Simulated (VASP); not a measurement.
Set up this calculation in VASP 6.6.1, as the native input.

```
Task                   : single point
Functional             : PBE
Potentials or basis    : VASP PAW PBE potentials, release 64 (Sr_sv, Zn, H)
Cutoff                 : 520 eV
k mesh                 : 6 × 6 × 4
Occupations            : gaussian, width 0.1 eV
Spin                   : no spin polarisation
Dipole correction      : no
Further INCAR settings : ALGO = Normal; EDIFF = 1e-06; NBANDS = 36
```

The structure of Sr3Zn2H lies in POSCAR:

```
Sr3Zn2H
1.0
    5.0346583500      0.0000000000      0.0000000000
   -2.5173291700      4.3601420300      0.0000000000
    0.0000000000      0.0000000000      5.5702993700
Sr Zn H
3 2 1
Direct
    0.3333333300      0.6666666700      0.5000000000
    0.6666666700      0.3333333300      0.5000000000
    0.0000000000      0.0000000000      0.0000000000
    0.3333333300      0.6666666700      0.0000000000
    0.6666666700      0.3333333300      0.0000000000
    0.0000000000      0.0000000000      0.5000000000
```

These files were run (other wordings do the same):

INCAR

```
  PREC = Accurate
  ENCUT = 520
  EDIFF = 1E-6
  ISMEAR = 0
  SIGMA = 0.1
  LREAL = F
  LASPH = T
  NELM = 100
  ALGO = Normal
  ISIF = 2
  LWAVE = F
  LCHARG = F
  GGA = PE
  NBANDS = 36
```

KPOINTS

```
Automatic mesh
0
Gamma
  6 6 4
```

Potentials or basis: VASP PAW PBE potentials, release 64 (Sr_sv, Zn, H).

The run is started by

```sh
$ cat potpaw_PBE.64/Sr_sv/POTCAR potpaw_PBE.64/Zn/POTCAR potpaw_PBE.64/H/POTCAR > POTCAR
$ mpirun -np 1 vasp_std > vasp.out
```

Results of the run:

```yaml
Pressure: 14.9 GPa
```

Wall time 3.3 min on 1 thread of Oxide Virtual Turin-like Processor, on a shared host, peak memory 0.25 GiB.
